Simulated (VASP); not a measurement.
# Sr3BiP (Pm-3m) in VASP: notebook

The runs below take Sr3BiP through single point, with LDA.

Program: VASP 6.6.1. These are calculated values, not measurements. Logs are shortened: lines on timing, memory, paths and dates and some standing lists are left out, and cuts for length are marked.

## (1) The cell of the first run

It takes space group Pm-3m (No. 221, cubic). The conventional cell has a = 5.627 Å, b = 5.627 Å, c = 5.627 Å, α = 90.00°, β = 90.00°, γ = 90.00°. Within 3.7 Å of Sr (site symmetry 4/mmm) lie 2 P at 2.81 Å. Within 5.2 Å of Bi (site symmetry m-3m) lie 12 Sr at 3.98 Å and 8 P at 4.87 Å. P (site symmetry m-3m) has 6 Sr at 2.81 Å within 3.7 Å.

## (2) Single point, LDA

INCAR

```
SYSTEM = Sr3BiP
ALGO     = Normal         ! electronic algorithm
EDIFF    = 1E-7           ! SCF threshold, eV
ENCUT    = 520            ! plane-wave cutoff, eV
GGA      = CA             ! functional
ISIF     = 2              ! what is computed and relaxed
ISMEAR   = 0              ! smearing method
LASPH    = .TRUE.         ! aspherical terms in the spheres
LCHARG   = .FALSE.        ! write CHGCAR
LREAL    = .FALSE.        ! projectors in reciprocal space
LWAVE    = .FALSE.        ! write WAVECAR
NBANDS   = 33             ! bands
NELM     = 100            ! most SCF steps
PREC     = Accurate       ! precision mode
SIGMA    = 0.1            ! smearing width, eV
```

KPOINTS

```
k-points
0
G
  4 4 4
  0 0 0
```

POSCAR

```
Sr3BiP
1.0
    5.6270207478      0.0000000000      0.0000000000
    0.0000000000      5.6270207478      0.0000000000
    0.0000000000      0.0000000000      5.6270207478
Sr Bi P
3 1 1
Direct
    0.0000000000      0.5000000000      0.5000000000
    0.5000000000      0.0000000000      0.5000000000
    0.5000000000      0.5000000000      0.0000000000
    0.0000000000      0.0000000000      0.0000000000
    0.5000000000      0.5000000000      0.5000000000
```

Potentials or basis: VASP PAW LDA potentials, release 64 (Sr_sv, Bi_d, P).

Launch:

```bash
> cat potpaw_LDA.64/Sr_sv/POTCAR potpaw_LDA.64/Bi_d/POTCAR potpaw_LDA.64/P/POTCAR > POTCAR
> mpirun -np 1 vasp_std > vasp.out
```

OUTCAR:

```text
SYSTEM = Sr3BiP
   EDIFF = 1E-7
   ENCUT = 520
   GGA = CA
   ISIF = 2
   ISMEAR = 0
   LASPH = .TRUE.
   LREAL = .FALSE.
   NELM = 100
   PREC = Accurate

 ion  position               nearest neighbor table
   1  0.000  0.500  0.500-   5 2.81   5 2.81   4 3.98   2 3.98   3 3.98   4 3.98   2 3.98   4 3.98
                             4 3.98   2 3.98   3 3.98   3 3.98   3 3.98   2 3.98
   2  0.500  0.000  0.500-   5 2.81   5 2.81   4 3.98   1 3.98   3 3.98   4 3.98   1 3.98   3 3.98
                             3 3.98   3 3.98   1 3.98   4 3.98   4 3.98   1 3.98
   3  0.500  0.500  0.000-   5 2.81   5 2.81   4 3.98   1 3.98   1 3.98   2 3.98   2 3.98   2 3.98
                             4 3.98   2 3.98   1 3.98   4 3.98   1 3.98   4 3.98
   4  0.000  0.000  0.000-   1 3.98   2 3.98   3 3.98   1 3.98   2 3.98   1 3.98   3 3.98   1 3.98
                             2 3.98   3 3.98   2 3.98   3 3.98
   5  0.500  0.500  0.500-   1 2.81   2 2.81   3 2.81   3 2.81   2 2.81   1 2.81

  LATTYP: Found a simple cubic cell.
 ALAT       =     5.6270207478

  Lattice vectors:

 A1 = (   5.6270207478,   0.0000000000,   0.0000000000)
 A2 = (   0.0000000000,   5.6270207478,   0.0000000000)
 A3 = (   0.0000000000,   0.0000000000,   5.6270207478)

Analysis of symmetry for initial positions (statically):
=====================================================================
 Subroutine PRICEL returns:
 Original cell was already a primitive cell.

 Routine SETGRP: Setting up the symmetry group for a
 simple cubic supercell.

 Subroutine GETGRP returns: Found 48 space group operations
 (whereof 48 operations were pure point group operations)
 out of a pool of 48 trial point group operations.

The static configuration has the point symmetry O_h .

Analysis of symmetry for dynamics (positions and initial velocities):
=====================================================================
 Subroutine PRICEL returns:
 Original cell was already a primitive cell.

 Routine SETGRP: Setting up the symmetry group for a
 simple cubic supercell.

 Subroutine GETGRP returns: Found 48 space group operations
 (whereof 48 operations were pure point group operations)
 out of a pool of 48 trial point group operations.

The dynamic configuration has the point symmetry O_h .

 Subroutine INISYM returns: Found 48 space group operations
 (whereof 48 operations are pure point group operations),
 and found     1 'primitive' translations

----------------------------------------------------------------------------------------

                                     Primitive cell

  volume of cell :     178.1704

  direct lattice vectors                    reciprocal lattice vectors
     5.627020748  0.000000000  0.000000000     0.177713935  0.000000000  0.000000000
     0.000000000  5.627020748  0.000000000     0.000000000  0.177713935  0.000000000
     0.000000000  0.000000000  5.627020748     0.000000000  0.000000000  0.177713935

  length of vectors
     5.627020748  5.627020748  5.627020748     0.177713935  0.177713935  0.177713935

  position of ions in fractional coordinates (direct lattice)
     0.000000000  0.500000000  0.500000000
     0.500000000  0.000000000  0.500000000
     0.500000000  0.500000000  0.000000000
     0.000000000  0.000000000  0.000000000
     0.500000000  0.500000000  0.500000000

  ion indices of the primitive-cell ions
   primitive index   ion index
                 1           1
                 2           2
                 3           3
                 4           4
                 5           5

----------------------------------------------------------------------------------------

 KPOINTS: k-points

Automatic generation of k-mesh.
 Grid dimensions read from file:
 generate k-points for:    4    4    4

 Generating k-lattice:

  Cartesian coordinates                     Fractional coordinates (reciprocal lattice)
     0.044428484  0.000000000  0.000000000     0.250000000  0.000000000  0.000000000
     0.000000000  0.044428484  0.000000000     0.000000000  0.250000000  0.000000000
     0.000000000  0.000000000  0.044428484     0.000000000  0.000000000  0.250000000

  Length of vectors
     0.044428484  0.044428484  0.044428484

  Shift w.r.t. Gamma in fractional coordinates (k-lattice)
     0.000000000  0.000000000  0.000000000

 Subroutine IBZKPT returns following result:
 ===========================================

 Found     10 irreducible k-points:

 Following reciprocal coordinates:
            Coordinates               Weight
  0.000000  0.000000  0.000000      1.000000
  0.250000  0.000000  0.000000      6.000000
  0.500000  0.000000  0.000000      3.000000
  0.250000  0.250000  0.000000     12.000000
  0.500000  0.250000  0.000000     12.000000
  0.500000  0.500000  0.000000      3.000000
  0.250000  0.250000  0.250000      8.000000
  0.500000  0.250000  0.250000     12.000000
  0.500000  0.500000  0.250000      6.000000
  0.500000  0.500000  0.500000      1.000000
   k-points           NKPTS =     10   k-points in BZ     NKDIM =     10   number of bands    NBANDS=     33
   number of dos      NEDOS =    301   number of ions     NIONS =      5
   total plane-waves  NPLWV =  74088
   dimension x,y,z NGX =    42 NGY =   42 NGZ =   42
   dimension x,y,z NGXF=    84 NGYF=   84 NGZF=   84
   ions per type =               3   1   1
   NGX,Y,Z   is equivalent  to a cutoff of  12.41, 12.41, 12.41 a.u.
   NGXF,Y,Z  is equivalent  to a cutoff of  24.82, 24.82, 24.82 a.u.
 SYSTEM =  Sr3BiP
   PREC   = accura    normal or accurate (medium, high low for compatibility)
   ISTART =      0    job   : 0-new  1-cont  2-samecut
   ICHARG =      2    charge: 1-file 2-atom 10-const
   ISPIN  =      1    spin polarized calculation?
   LNONCOLLINEAR =      F non collinear calculations
   LSORBIT =      F    spin-orbit coupling
   LASPH  =      T    aspherical Exc in radial PAW
   ENCUT  =  520.0 eV  38.22 Ry    6.18 a.u.  10.46 10.46 10.46*2*pi/ulx,y,z
   NELM   =    100;   NELMIN=  2; NELMDL= -5     # of ELM steps
   EDIFF  = 0.1E-06   stopping-criterion for ELM
   LREAL  =      F    real-space projection
   EDIFFG = 0.1E-05   stopping-criterion for IOM
   NSW    =      0    number of steps for IOM
   IBRION =     -1    ionic relax: 0-MD 1-quasi-New 2-CG
   NFREE  =      0    steps in history (QN), initial steepest desc. (CG)
   ISIF   =      2    stress and relaxation
   ISYM   =      2    0-nonsym 1-usesym 2-fastsym
   POTIM  = 0.5000    time-step for ionic-motion
   TEBEG  =    0.0;   TEEND  =   0.0 temperature during run
   PSTRESS=    0.0 pullay stress
   NELECT =      50.0000    total number of electrons
   NUPDOWN=      -1.0000    fix difference up-down
   EMIN   =  10.00;   EMAX   =-10.00  energy-range for DOS
   EFERMI =   0.00;   METHOD = LEGACY
   ISMEAR =     0;   SIGMA  =   0.10  broadening in eV -4-tet -1-fermi 0-gaus
   EFERMI_NEDOS =   21; number of points for ismear=-14 and -15
   IALGO  =     38    algorithm
   IMIX   =      4    mixing-type and parameters
     AMIX     =   0.40;   BMIX     =  1.00
     AMIX_MAG =   1.60;   BMIX_MAG =  1.00
  volume/ion in A,a.u.               =      35.63       240.47
  Fermi-wavevector in a.u.,A,eV,Ry     =   1.071815  2.025436 15.630188  1.148786
  Thomas-Fermi vector in A             =   2.207566
   LORBIT       =      0    0 simple, 1 ext, 2 COOP (PROOUT), +10 PAW based schemes
   GGA     = CA    functional components
   LHFCALC =     F    Hartree Fock is set to
   AEXX    =    0.0000 exact exchange contribution
   IVDW    =     0    specifies the selected vdW correction
   LEPSILON=     F    determine dielectric tensor
   LRPA    =     F    only Hartree local field effects (RPA)
 non-spin polarized calculation
 Gauss-broadening in eV      SIGMA  =   0.10
  energy-cutoff  :      520.00
  volume of cell :      178.17
 maximum number of plane-waves:      4828
 NGX is ok and might be reduce to    42
   NGX = 21   NGY = 21   NGZ = 21

 number of electron      50.0000006 magnetization

 Free energy of the ion-electron system (eV)
  ---------------------------------------------------
  ext. energy  EPLUGINS =         0.00000000
  ---------------------------------------------------
  free energy    TOTEN  =       -21.00995726 eV

  energy without entropy =      -21.00744219  energy(sigma->0) =      -21.00869972

 E-fermi :   3.0483     XC(G=0):  -8.8085

 val. band max:        3.0162432005   @ k =   0.0000   0.0000   0.0000
 cond. band min:       3.4853401663   @ k =   0.0000   0.0000   0.0000
 fundamental gap:      0.4690969658
 Fermi energy:         3.0483291406

 k-point     1 :       0.0000    0.0000    0.0000
  band No.  band energies     occupation
      1     -32.3262      2.00000
      2     -32.2836      2.00000
      3     -32.2836      2.00000
      4     -18.6554      2.00000
      5     -18.6554      2.00000
      6     -18.6554      2.00000
[... 25 lines left out ...]
     32       6.8910      0.00000
     33       6.8993      0.00000

 k-point     2 :       0.2500    0.0000    0.0000
  band No.  band energies     occupation
      1     -32.3207      2.00000
      2     -32.2889      2.00000
      3     -32.2835      2.00000
      4     -18.6557      2.00000
      5     -18.6557      2.00000
      6     -18.6554      2.00000
[... 25 lines left out ...]
     32       6.4430      0.00000
     33       7.2484      0.00000
[... 250 lines left out ...]
     32       6.2568      0.00000
     33       6.8959      0.00000

 k-point    10 :       0.5000    0.5000    0.5000
  band No.  band energies     occupation
      1     -32.2973      2.00000
      2     -32.2973      2.00000
      3     -32.2973      2.00000
      4     -18.6556      2.00000
      5     -18.6556      2.00000
      6     -18.6556      2.00000
[... 25 lines left out ...]
     32       5.9762      0.00000
     33       7.4909      0.00000

------------------------ aborting loop because EDIFF is reached ----------------------------------------

  FORCE on cell =-STRESS in cart. coord.  units (eV):
  Direction    XX          YY          ZZ          XY          YZ          ZX
  --------------------------------------------------------------------------------------
  -------------------------------------------------------------------------------------
  Total        0.1391179      0.1391179      0.1391179      0.0000000      0.0000000     -0.0000000
  in kB        1.2510018      1.2510018      1.2510018      0.0000000      0.0000000     -0.0000000
  external PRESSURE =       1.2510018 kB  Pullay stress =       0.0000000 kB

 VOLUME and BASIS-vectors are now :
 -----------------------------------------------------------------------------
  energy-cutoff  :      520.00
  volume of cell :      178.17
      direct lattice vectors                 reciprocal lattice vectors
     5.627020748  0.000000000  0.000000000     0.177713935  0.000000000  0.000000000
     0.000000000  5.627020748  0.000000000     0.000000000  0.177713935  0.000000000
     0.000000000  0.000000000  5.627020748     0.000000000  0.000000000  0.177713935

 POSITION                                       TOTAL-FORCE (eV/Angst)
 -----------------------------------------------------------------------------------
      0.00000      2.81351      2.81351         0.000000      0.000000      0.000000
      2.81351      0.00000      2.81351         0.000000      0.000000      0.000000
      2.81351      2.81351      0.00000         0.000000      0.000000      0.000000
      0.00000      0.00000      0.00000         0.000000      0.000000      0.000000
      2.81351      2.81351      2.81351         0.000000      0.000000      0.000000
 -----------------------------------------------------------------------------------
    total drift:                                0.000000     -0.000000      0.000000

  FREE ENERGIE OF THE ION-ELECTRON SYSTEM (eV)
  ---------------------------------------------------
  free  energy   TOTEN  =       -21.0099572562 eV

  energy  without entropy=      -21.0074421851  energy(sigma->0) =      -21.00869972
```

It took 82 s on 1 thread of Intel Xeon Platinum 8488C (Sapphire Rapids), shared host; peak memory 0.24 GiB.

Results:

- Free energy: -21.0100 eV
- Pressure: 0.1 GPa
- Band gap on the k mesh: zero (filled and empty bands touch)

Caveat: spin-orbit coupling is left out, which moves the levels of the heavy elements.

(Part 1 of 2 ends here.)
